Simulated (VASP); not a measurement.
# Ce: single point with PBE

Crystal: Ce.

```
Ce
1.0
     0.00000    2.37746    2.37746
     2.37746    0.00000    2.37746
     2.37746    2.37746    0.00000
Ce
1
Direct
  0.00000 0.00000 0.00000
```

```
Program             : VASP 6.6.1
Task                : single point
Functional          : PBE
Potentials or basis : VASP PAW PBE potentials, release 64 (Ce)
Cutoff              : 500 eV
k mesh              : 11 × 11 × 11
Occupations         : methfessel-paxton, width 0.1 eV
Spin                : no spin polarisation
```

The pressure is -0.8 GPa and the band gap on the k mesh is zero (band 6 reaches 9.43 eV, above the bottom of band 7 at 9.10 eV).

Levels at points of the mesh, in eV from the Fermi level:
```csv
k point,band 3,band 4,band 5,band 6,band 7,band 8,band 9,band 10
"(0.00, 0.00, 0.00)",-15.96,-15.96,-2.88,-0.18,0.38,0.38,0.38,1.12
```

Wall time 31 s on 1 thread of Intel(R) Xeon(R) Platinum 8375C CPU @ 2.90GHz (Ice Lake), on a shared host, peak memory 0.17 GiB.

Caveat: spin-orbit coupling is left out, which moves the levels of the heavy elements. Spin polarisation is off, so any magnetic state and its effect on volume and gap are missing.
